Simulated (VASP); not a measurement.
# Al (Fm-3m) in VASP: further runs, part 2 of 2

VASP 6.6.1.

## (3) Relaxation of volume and atoms at fixed shape, PBEsol

This run uses another cell than the first one, of 16.60 Å³/atom.

INCAR reads:

```
SYSTEM = Al
PREC = Accurate
ENCUT = 500
EDIFF = 1E-7
ISMEAR = 0
SIGMA = 0.05
LREAL = .False.
LASPH = .True.
NELM = 120
ALGO = Normal
ISIF = 8
LWAVE = .False.
LCHARG = .False.
GGA = PS
IBRION = 2
NSW = 50
EDIFFG = -0.02
GGA_COMPAT = .False.
NELMIN = 4
```

KPOINTS reads:

```
Automatic mesh
0
Gamma
  10 10 10
  0 0 0
```

POSCAR reads:

```
Al
1.0
    0.0000000000      2.0248050000      2.0248050000
    2.0248050000      0.0000000000      2.0248050000
    2.0248050000      2.0248050000      0.0000000000
Al
1
Direct
    0.0000000000      0.0000000000      0.0000000000
```

Potentials or basis: VASP PAW PBE potentials, release 64 (Al).

Launch:

```
> cat potpaw_PBE.64/Al/POTCAR > POTCAR
> mpirun -np 1 vasp_std > vasp.out
```

OUTCAR:

```text
SYSTEM = Al
   PREC = Accurate
   ENCUT = 500
   EDIFF = 1E-7
   ISMEAR = 0
   LREAL = .False.
   LASPH = .True.
   NELM = 120
   ISIF = 8
   GGA = PS
   IBRION = 2
   NSW = 50
   EDIFFG = -0.02
   NELMIN = 4

 ion  position               nearest neighbor table
   1  0.000  0.000  0.000-

  LATTYP: Found a face centered cubic cell.
 ALAT       =     4.0496100000

  Lattice vectors:

 A1 = (   0.0000000000,   2.0248050000,   2.0248050000)
 A2 = (   2.0248050000,   0.0000000000,   2.0248050000)
 A3 = (   2.0248050000,   2.0248050000,   0.0000000000)

Analysis of symmetry for initial positions (statically):
=====================================================================
 Subroutine PRICEL returns:
 Original cell was already a primitive cell.

 Routine SETGRP: Setting up the symmetry group for a
 face centered cubic supercell.

 Subroutine GETGRP returns: Found 48 space group operations
 (whereof 48 operations were pure point group operations)
[... 205 lines left out ...]
  free energy    TOTEN  =        -4.07283774 eV

  energy without entropy =       -4.07132575  energy(sigma->0) =       -4.07208174

 E-fermi :   8.3370     XC(G=0): -10.3539

 val. band max:        8.3137197703   @ k =  -0.4000   0.4000   0.1000
 cond. band min:       8.3391707472   @ k =  -0.4000   0.4000   0.0000
 fundamental gap:      0.0254509769
 Fermi energy:         8.3369828321

 k-point     1 :       0.0000    0.0000    0.0000
  band No.  band energies     occupation
      1      -3.0873      2.00000
      2      20.9651      0.00000
      3      20.9651      0.00000
      4      20.9651      0.00000
      5      22.6565      0.00000
[... 177 lines left out ...]
 k-point    24 :       0.4000    0.3000    0.0000
  band No.  band energies     occupation
      1       1.5327      2.00000
      2      11.6888      0.00000
      3      12.1831      0.00000
      4      14.7912      0.00000
      5      16.0795      0.00000

 [... further k-points ...]

------------------------ aborting loop because EDIFF is reached ----------------------------------------

  FORCE on cell =-STRESS in cart. coord.  units (eV):
  Direction    XX          YY          ZZ          XY          YZ          ZX
  --------------------------------------------------------------------------------------
  -------------------------------------------------------------------------------------
  Total        0.0159720      0.0159720      0.0159720     -0.0000000     -0.0000000      0.0000000
  in kB        1.5921957      1.5921957      1.5921957     -0.0000000     -0.0000000      0.0000000
  external PRESSURE =       1.5921957 kB  Pullay stress =       0.0000000 kB

 VOLUME and BASIS-vectors are now :
 -----------------------------------------------------------------------------
  energy-cutoff  :      500.00
  volume of cell :       16.07
      direct lattice vectors                 reciprocal lattice vectors
     0.000000000  2.002999837  2.002999837    -0.249625582  0.249625582  0.249625582
     2.002999837  0.000000000  2.002999837     0.249625582 -0.249625582  0.249625582
     2.002999837  2.002999837  0.000000000     0.249625582  0.249625582 -0.249625582

 POSITION                                       TOTAL-FORCE (eV/Angst)
 -----------------------------------------------------------------------------------
      2.00300      2.00300      0.00000        -0.000000     -0.000000      0.000000
 -----------------------------------------------------------------------------------
    total drift:                               -0.000000     -0.000000      0.000000

  FREE ENERGIE OF THE ION-ELECTRON SYSTEM (eV)
  ---------------------------------------------------
  free  energy   TOTEN  =        -4.0728377384 eV

  energy  without entropy=       -4.0713257502  energy(sigma->0) =       -4.07208174

 reached required accuracy - stopping structural energy minimisation
```

OSZICAR:

```text
N       E                     dE             d eps       ncg     rms          rms(c)
DAV:   1    -0.187647149584E+01   -0.18765E+01   -0.83728E+02   495   0.312E+02
DAV:   2    -0.407328633246E+01   -0.21968E+01   -0.20790E+01   585   0.303E+01
DAV:   3    -0.409837375525E+01   -0.25087E-01   -0.25080E-01   650   0.367E+00
DAV:   4    -0.409844302013E+01   -0.69265E-04   -0.69265E-04   605   0.207E-01
DAV:   5    -0.409844358098E+01   -0.56085E-06   -0.56047E-06   660   0.156E-02    0.139E+00
DAV:   6    -0.408105892971E+01    0.17385E-01   -0.23876E-03   550   0.324E-01    0.789E-01
DAV:   7    -0.406942282074E+01    0.11636E-01   -0.64082E-03   570   0.512E-01    0.164E-01
DAV:   8    -0.406940755759E+01    0.15263E-04   -0.31022E-05   605   0.582E-02    0.578E-03
DAV:   9    -0.406940671735E+01    0.84024E-06   -0.67200E-07   630   0.564E-03    0.152E-03
DAV:  10    -0.406940641785E+01    0.29950E-06   -0.54121E-09   450   0.769E-04    0.104E-03
DAV:  11    -0.406940637470E+01    0.43151E-07   -0.40050E-10   315   0.183E-04
   1 F= -.40694064E+01 E0= -.40685126E+01  d E =-.406941E+01
       N       E                     dE             d eps       ncg     rms          rms(c)
DAV:   1    -0.407333358654E+01   -0.39272E-02   -0.52321E-02   580   0.147E+00    0.204E-01
DAV:   2    -0.407303867618E+01    0.29491E-03   -0.35038E-04   500   0.157E-01    0.751E-02
DAV:   3    -0.407284959660E+01    0.18908E-03   -0.79929E-05   555   0.530E-02    0.263E-02
DAV:   4    -0.407283763682E+01    0.11960E-04   -0.68894E-06   600   0.155E-02    0.163E-02
DAV:   5    -0.407283774657E+01   -0.10974E-06   -0.60236E-08   410   0.251E-03    0.578E-04
DAV:   6    -0.407283773843E+01    0.81387E-08   -0.28333E-09   280   0.476E-04
   2 F= -.40728377E+01 E0= -.40720817E+01  d E =-.343136E-02
```

Wall time 5.1 s (1 thread of Intel Xeon 8259CL, shared host); peak memory 0.13 GiB.

What came out:

| Property | Result |
| --- | --- |
| Free energy | -4.0728 eV |
| Relaxed volume | 16.07 Å³/atom |
| Relaxed cell | a = 2.833 Å, b = 2.833 Å, c = 2.833 Å, α = 60.00°, β = 60.00°, γ = 60.00° |
| Space group after relaxing (to 0.1 Å) | Fm-3m (No. 225) |
| Energy gained by relaxing | 3.4 meV/atom |
| Ionic steps | 2 |
| Pressure after relaxing | 0.2 GPa |
| Band gap on the k mesh | zero (an odd number of electrons rules out a gap without spin polarisation) |

The path:
```csv
step,energy change (eV),largest force (eV/Å),pressure (GPa),volume (Å³)
1,0.0000,0.0000,-2.15,16.60
2,-0.0034,0.0000,0.16,16.07
```

Final structure:
```
Al
1.0
     0.00000    2.00300    2.00300
     2.00300    0.00000    2.00300
     2.00300    2.00300    0.00000
Al
1
Cartesian
  2.0030 2.0030 0.0000
```

Levels at points of the mesh, in eV from the Fermi level:
| k point | band 1 | band 2 | band 3 | band 4 | band 5 |
| --- | --- | --- | --- | --- | --- |
| (0.00, 0.00, 0.00) | -11.42 | 12.63 | 12.63 | 12.63 | 14.32 |
| (0.50, 0.00, 0.00) | -4.81 | -4.52 | 11.44 | 11.45 | 11.56 |
| (0.50, 0.50, 0.00) | -3.10 | -1.73 | 5.15 | 5.60 | 5.60 |

Caveat: the PAW data sets were made with another functional, which shifts forces and pressure a little.

The gap in the log of VASP goes by the Fermi energy; the results here count the filled bands.